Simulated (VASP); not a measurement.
# Pt (P6_3/mmc) in VASP: notebook

Runs on Pt. Level: LDA. Tasks: single point.

Everything below comes from runs of VASP 6.6.1. Logs are shortened: lines on timing, memory, paths and dates and some standing lists are left out, and cuts for length are marked.

### 1 The cell of the first run

Symmetry: P6_3/mmc, No. 194, hexagonal system. Conventional cell: a = 2.203 Å, b = 2.203 Å, c = 3.678 Å, α = 90.00°, β = 90.00°, γ = 120.00°. Within 2.9 Å of Pt (site symmetry -6m2) lie 12 Pt at 2.20 to 2.24 Å.

### 2 Single point, LDA (volume scaled by 0.52)

The input, INCAR:

```
SYSTEM = Pt
PREC     = Accurate       ! precision mode
ENCUT    = 520            ! plane-wave cutoff, eV
EDIFF    = 1E-7           ! SCF threshold, eV
ISMEAR   = -1             ! smearing method
SIGMA    = 0.08           ! smearing width, eV
LREAL    = .False.        ! projectors in reciprocal space
LASPH    = .True.         ! aspherical terms in the spheres
NELM     = 60             ! most SCF steps
ALGO     = Normal         ! electronic algorithm
ISIF     = 2              ! what is computed and relaxed
LWAVE    = .False.        ! write WAVECAR
LCHARG   = .True.         ! write CHGCAR
LELF     = .True.         ! ELF
LVHAR    = .True.       
NBANDS   = 17             ! bands
```

The input, KPOINTS:

```
regular mesh
0
Gamma
  16 16 9
  0 0 0
```

The input, POSCAR:

```
Pt
1.0
    2.2025656735      0.0000000000      0.0000000000
   -1.1012828367      1.9074778268      0.0000000000
    0.0000000000      0.0000000000      3.6783739206
Pt
2
Direct
    0.3333333333      0.6666666667      0.2500000000
    0.6666666667      0.3333333333      0.7500000000
```

Potentials or basis: VASP PAW LDA potentials, release 64 (Pt).

Launch:

```
cat potpaw_LDA.64/Pt/POTCAR > POTCAR
mpirun -np 1 vasp_std > vasp.out
```

OUTCAR:

```text
SYSTEM = Pt
   PREC = Accurate
   ENCUT = 520
   EDIFF = 1E-7
   ISMEAR = -1
   LREAL = .False.
   LASPH = .True.
   NELM = 60
   ISIF = 2

 ion  position               nearest neighbor table
   1  0.333  0.667  0.250-   2 2.24   2 2.24   2 2.24   2 2.24   2 2.24   2 2.24   2 3.14   2 3.14
                             2 3.14   2 3.14   2 3.14   2 3.14
   2  0.667  0.333  0.750-   1 2.24   1 2.24   1 2.24   1 2.24   1 2.24   1 2.24   1 3.14   1 3.14
                             1 3.14   1 3.14   1 3.14   1 3.14

  LATTYP: Found a hexagonal cell.
 ALAT       =     2.2025656735
 C/A-ratio  =     1.6700405190

  Lattice vectors:

 A1 = (   2.2025656735,   0.0000000000,   0.0000000000)
 A2 = (  -1.1012828367,   1.9074778268,   0.0000000000)
 A3 = (   0.0000000000,   0.0000000000,   3.6783739206)

Analysis of symmetry for initial positions (statically):
=====================================================================
 Subroutine PRICEL returns:
 Original cell was already a primitive cell.

 Routine SETGRP: Setting up the symmetry group for a
 hexagonal supercell.

 Subroutine GETGRP returns: Found 24 space group operations
 (whereof 12 operations were pure point group operations)
 out of a pool of 24 trial point group operations.

The static configuration has the point symmetry D_3d.
 The point group associated with its full space group is D_6h.

Analysis of symmetry for dynamics (positions and initial velocities):
=====================================================================
 Subroutine PRICEL returns:
 Original cell was already a primitive cell.

 Routine SETGRP: Setting up the symmetry group for a
 hexagonal supercell.

 Subroutine GETGRP returns: Found 24 space group operations
 (whereof 12 operations were pure point group operations)
 out of a pool of 24 trial point group operations.

The dynamic configuration has the point symmetry D_3d.
 The point group associated with its full space group is D_6h.

 Subroutine INISYM returns: Found 24 space group operations
 (whereof 12 operations are pure point group operations),
 and found     1 'primitive' translations

----------------------------------------------------------------------------------------

                                     Primitive cell

  volume of cell :      15.4541

  direct lattice vectors                    reciprocal lattice vectors
     2.202565674  0.000000000  0.000000000     0.454015974  0.262126245  0.000000000
    -1.101282837  1.907477827  0.000000000     0.000000000  0.524252490  0.000000000
     0.000000000  0.000000000  3.678373921     0.000000000  0.000000000  0.271859257

  length of vectors
     2.202565674  2.202565674  3.678373921     0.524252490  0.524252490  0.271859257

  position of ions in fractional coordinates (direct lattice)
     0.333333333  0.666666667  0.250000000
     0.666666667  0.333333333  0.750000000

  ion indices of the primitive-cell ions
   primitive index   ion index
                 1           1
                 2           2

----------------------------------------------------------------------------------------

 KPOINTS: regular mesh

Automatic generation of k-mesh.
 Grid dimensions read from file:
 generate k-points for:   16   16    9

 Generating k-lattice:

  Cartesian coordinates                     Fractional coordinates (reciprocal lattice)
     0.028375998  0.016382890  0.000000000     0.062500000  0.000000000  0.000000000
     0.000000000  0.032765781  0.000000000     0.000000000  0.062500000  0.000000000
     0.000000000  0.000000000  0.030206584     0.000000000  0.000000000  0.111111111

  Length of vectors
     0.032765781  0.032765781  0.030206584

  Shift w.r.t. Gamma in fractional coordinates (k-lattice)
     0.000000000  0.000000000  0.000000000

 Subroutine IBZKPT returns following result:
 ===========================================

 Found    150 irreducible k-points:

 Following reciprocal coordinates:
            Coordinates               Weight
  0.000000  0.000000  0.000000      1.000000
  0.062500 -0.000000  0.000000      6.000000
  0.125000 -0.000000  0.000000      6.000000
  0.187500 -0.000000  0.000000      6.000000
  0.250000 -0.000000  0.000000      6.000000
  0.312500  0.000000  0.000000      6.000000
[... 16 lines left out ...]
  0.187500  0.187500  0.000000      6.000000
  0.250000  0.187500  0.000000     12.000000
 [... further k-points ...]
   k-points           NKPTS =    150   k-points in BZ     NKDIM =    150   number of bands    NBANDS=     17
   number of dos      NEDOS =    301   number of ions     NIONS =      2
   total plane-waves  NPLWV =   7168
   dimension x,y,z NGX =    16 NGY =   16 NGZ =   28
   dimension x,y,z NGXF=    32 NGYF=   32 NGZF=   56
   ions per type =               2
   NGX,Y,Z   is equivalent  to a cutoff of  12.08, 12.08, 12.65 a.u.
   NGXF,Y,Z  is equivalent  to a cutoff of  24.15, 24.15, 25.31 a.u.
 SYSTEM =  Pt
   PREC   = accura    normal or accurate (medium, high low for compatibility)
   ISTART =      0    job   : 0-new  1-cont  2-samecut
   ICHARG =      2    charge: 1-file 2-atom 10-const
   ISPIN  =      1    spin polarized calculation?
   LNONCOLLINEAR =      F non collinear calculations
   LSORBIT =      F    spin-orbit coupling
   LASPH  =      T    aspherical Exc in radial PAW
   ENCUT  =  520.0 eV  38.22 Ry    6.18 a.u.   4.10  4.10  6.84*2*pi/ulx,y,z
   NELM   =     60;   NELMIN=  2; NELMDL= -5     # of ELM steps
   EDIFF  = 0.1E-06   stopping-criterion for ELM
   LREAL  =      F    real-space projection
   EDIFFG = 0.1E-05   stopping-criterion for IOM
   NSW    =      0    number of steps for IOM
   IBRION =     -1    ionic relax: 0-MD 1-quasi-New 2-CG
   NFREE  =      0    steps in history (QN), initial steepest desc. (CG)
   ISIF   =      2    stress and relaxation
   ISYM   =      2    0-nonsym 1-usesym 2-fastsym
   POTIM  = 0.5000    time-step for ionic-motion
   TEBEG  =    0.0;   TEEND  =   0.0 temperature during run
   PSTRESS=    0.0 pullay stress
   NELECT =      20.0000    total number of electrons
   NUPDOWN=      -1.0000    fix difference up-down
   EMIN   =  10.00;   EMAX   =-10.00  energy-range for DOS
   EFERMI =   0.00;   METHOD = LEGACY
   ISMEAR =    -1;   SIGMA  =   0.08  broadening in eV -4-tet -1-fermi 0-gaus
   EFERMI_NEDOS =   21; number of points for ismear=-14 and -15
   IALGO  =     38    algorithm
   IMIX   =      4    mixing-type and parameters
     AMIX     =   0.40;   BMIX     =  1.00
     AMIX_MAG =   1.60;   BMIX_MAG =  1.00
  volume/ion in A,a.u.               =       7.73        52.14
  Fermi-wavevector in a.u.,A,eV,Ry     =   1.784035  3.371338 43.304372  3.182782
  Thomas-Fermi vector in A             =   2.848102
   LORBIT       =      0    0 simple, 1 ext, 2 COOP (PROOUT), +10 PAW based schemes
   GGA     = CA    functional components
   LHFCALC =     F    Hartree Fock is set to
   AEXX    =    0.0000 exact exchange contribution
   IVDW    =     0    specifies the selected vdW correction
   LEPSILON=     F    determine dielectric tensor
   LRPA    =     F    only Hartree local field effects (RPA)
 non-spin polarized calculation
  energy-cutoff  :      520.00
  volume of cell :       15.45
 maximum number of plane-waves:       428
   NGX =  9   NGY =  9   NGZ = 13

 number of electron      19.9999999 magnetization

 Free energy of the ion-electron system (eV)
  ---------------------------------------------------
  ext. energy  EPLUGINS =         0.00000000
  ---------------------------------------------------
  free energy    TOTEN  =         9.49036214 eV

  energy without entropy =        9.51507691  energy(sigma->0) =        9.50271953

 E-fermi :  29.8815     XC(G=0): -17.8245

 val. band max:       29.8646357342   @ k =   0.2500   0.2500   0.1111
 cond. band min:      29.8885583854   @ k =   0.4375  -0.0000   0.1111
 fundamental gap:      0.0239226512
 Fermi energy:        29.8815044671

 k-point     1 :       0.0000    0.0000    0.0000
  band No.  band energies     occupation
      1      10.3877      2.00000
      2      12.0369      2.00000
      3      18.5794      2.00000
      4      19.3035      2.00000
      5      19.3035      2.00000
      6      20.7426      2.00000
[... 9 lines left out ...]
     16      47.1424      0.00000
     17      53.5290      0.00000

 k-point     2 :       0.0625   -0.0000    0.0000
  band No.  band energies     occupation
      1      10.7038      2.00000
      2      12.3341      2.00000
      3      18.2637      2.00000
      4      19.5109      2.00000
      5      19.5852      2.00000
      6      20.5178      2.00000
[... 9 lines left out ...]
     16      47.1624      0.00000
     17      51.2773      0.00000

 k-point     3 :       0.1250   -0.0000    0.0000
  band No.  band energies     occupation
      1      11.5709      2.00000
      2      13.0978      2.00000
      3      17.5930      2.00000
      4      19.7264      2.00000
      5      20.3741      2.00000
      6      20.4178      2.00000
[... 9 lines left out ...]
     16      47.6467      0.00000
     17      48.8638      0.00000

 k-point     4 :       0.1875   -0.0000    0.0000
  band No.  band energies     occupation
      1      12.7052      2.00000
      2      13.7841      2.00000
      3      17.2961      2.00000
      4      18.9458      2.00000
      5      19.1999      2.00000
      6      21.4891      2.00000
[... 9 lines left out ...]
     16      48.1241      0.00000
     17      49.4509      0.00000
[... 343 lines left out ...]
      1      12.7319      2.00000
      2      13.0431      2.00000
      3      14.6714      2.00000
      4      18.7940      2.00000
      5      20.1788      2.00000
      6      21.6967      2.00000
[... 9 lines left out ...]
     16      46.2534      0.00000
     17      47.1832      0.00000

 k-point    23 :       0.1875    0.1875    0.0000
  band No.  band energies     occupation
      1      15.1164      2.00000
      2      15.4014      2.00000
      3      15.6510      2.00000
      4      16.3352      2.00000
      5      18.5635      2.00000
      6      19.7579      2.00000
[... 9 lines left out ...]
     16      47.2217      0.00000
     17      47.8105      0.00000

 k-point    24 :       0.2500    0.1875    0.0000
  band No.  band energies     occupation
      1      14.2793      2.00000
      2      14.8092      2.00000
      3      15.7879      2.00000
      4      17.8358      2.00000
      5      18.2871      2.00000
      6      20.5698      2.00000
[... 9 lines left out ...]
     16      45.5649      0.00000
     17      49.2664      0.00000

 [... further k-points ...]

------------------------ aborting loop because EDIFF is reached ----------------------------------------

  FORCE on cell =-STRESS in cart. coord.  units (eV):
  Direction    XX          YY          ZZ          XY          YZ          ZX
  --------------------------------------------------------------------------------------
  -------------------------------------------------------------------------------------
  Total       98.6839889     98.6839889     98.9834487      0.0000000     -0.0000000      0.0000000
  in kB    10230.8811220  10230.8811224  10261.9270645      0.0000003     -0.0000000      0.0000000
  external PRESSURE =   10241.2297696 kB  Pullay stress =       0.0000000 kB

 VOLUME and BASIS-vectors are now :
 -----------------------------------------------------------------------------
  energy-cutoff  :      520.00
  volume of cell :       15.45
      direct lattice vectors                 reciprocal lattice vectors
     2.202565674  0.000000000  0.000000000     0.454015974  0.262126245  0.000000000
    -1.101282837  1.907477827  0.000000000     0.000000000  0.524252490  0.000000000
     0.000000000  0.000000000  3.678373921     0.000000000  0.000000000  0.271859257

 POSITION                                       TOTAL-FORCE (eV/Angst)
 -----------------------------------------------------------------------------------
     -0.00000      1.27165      0.91959        -0.000000      0.000000      0.000000
      1.10128      0.63583      2.75878         0.000000     -0.000000      0.000000
 -----------------------------------------------------------------------------------
    total drift:                                0.000000     -0.000000     -0.000000

  FREE ENERGIE OF THE ION-ELECTRON SYSTEM (eV)
  ---------------------------------------------------
  free  energy   TOTEN  =         9.4903621414 eV

  energy  without entropy=        9.5150769141  energy(sigma->0) =        9.50271953
```

Wall time 17 s (1 thread of Intel Xeon 6975P-C (Granite Rapids), shared host); peak memory 0.14 GiB.

The run converged, but its numbers aren't listed here, since they failed a check.

Caveat: spin-orbit coupling is left out, which moves the levels of the heavy elements.

(Continued in part 2 of 2.)
